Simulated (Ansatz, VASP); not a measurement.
## Two plane-wave programs on CoPb3

Contents of INCAR:

```
PREC = Accurate
ENCUT = 520
EDIFF = 1E-6
ISMEAR = 0
SIGMA = 0.1
LREAL = False
LASPH = True
NELM = 150
ALGO = Fast
ISIF = 2
LWAVE = False
LCHARG = True
ISPIN = 2
MAGMOM = 0 0 0 2
LORBIT = 11
LMAXMIX = 4
GGA = PS
LELF = True
LVHAR = True
NBANDS = 38
```

File KPOINTS:

```
Automatic mesh
0
Gamma
  10 10 10
```

The input POSCAR:

```
CoPb3
1.0
    4.5446548685      0.0000000000      0.0000000000
    0.0000000000      4.5446548685      0.0000000000
    0.0000000000      0.0000000000      4.5446548685
Pb Co
3 1
Direct
    0.0000000000      0.5000000000      0.5000000000
    0.5000000000      0.0000000000      0.5000000000
    0.5000000000      0.5000000000      0.0000000000
    0.0000000000      0.0000000000      0.0000000000
```

Input for Ansatz:

```yaml
crystal:
  lattice:
    - [4.5446548685, 0.0, 0.0]
    - [0.0, 4.5446548685, 0.0]
    - [0.0, 0.0, 4.5446548685]
  atoms:
    - { symbol: Pb, position: [0.0, 0.5, 0.5] }
    - { symbol: Pb, position: [0.5, 0.0, 0.5] }
    - { symbol: Pb, position: [0.5, 0.5, 0.0] }
    - { symbol: Co, position: [0.0, 0.0, 0.0], spin: 2.0 }
basis:
  ecutwfc: 420
kpoints:
  mp_grid: { grid: [10, 10, 10] }
hamiltonian:
  xc: pbesol
scf:
  occupations: { method: gaussian, width: 0.1 }
  lower_state_search: "off"
output:
  forces: true
  stress: true
  eigenvalues: true
  populations: true
  write_density: true
  write_potential: true
  elf: true
  volumetric_format: npy
magnetization:
  spin_polarized: true
```

Alike in both runs: task single point; functional PBEsol; k mesh 10 × 10 × 10; occupations gaussian, width 0.1 eV; collinear spin.

|  | VASP | Ansatz |
| --- | --- | --- |
| version | VASP 6.6.1 | Ansatz 0.2.0 |
| potentials or method | VASP PAW PBE potentials, release 64 (Pb_d, Co), cutoff 520 eV | scalar-relativistic, plane waves, PAW |
| valence electrons in the cell | 51 | 59 |

Ansatz gave:

| Property | Result |
| --- | --- |
| gap on the k mesh at the Fermi level (eV) | none |
| pressure (GPa) | 2.6 |
| net moment per atom (μB) | 0.36 |
| size of the moment on the site where the two differ most (μB) | 1.56 |

Q: Estimate VASP's values.

A: gap on the k mesh at the Fermi level (eV): none; pressure (GPa): 2.5; net moment per atom (μB): 0.36; size of the moment on the site where the two differ most (μB): 1.51.

VASP's potentials were made for PBE, not for PBEsol. Site moments also hang on the region over which each program counts them. A gap of «none» marks a metal or a gap that the smearing closes. VASP's potentials hold 51 valence electrons a cell and Ansatz's 59, so a difference there can come from the potentials and not from the codes.

Neither program's run includes spin-orbit coupling.
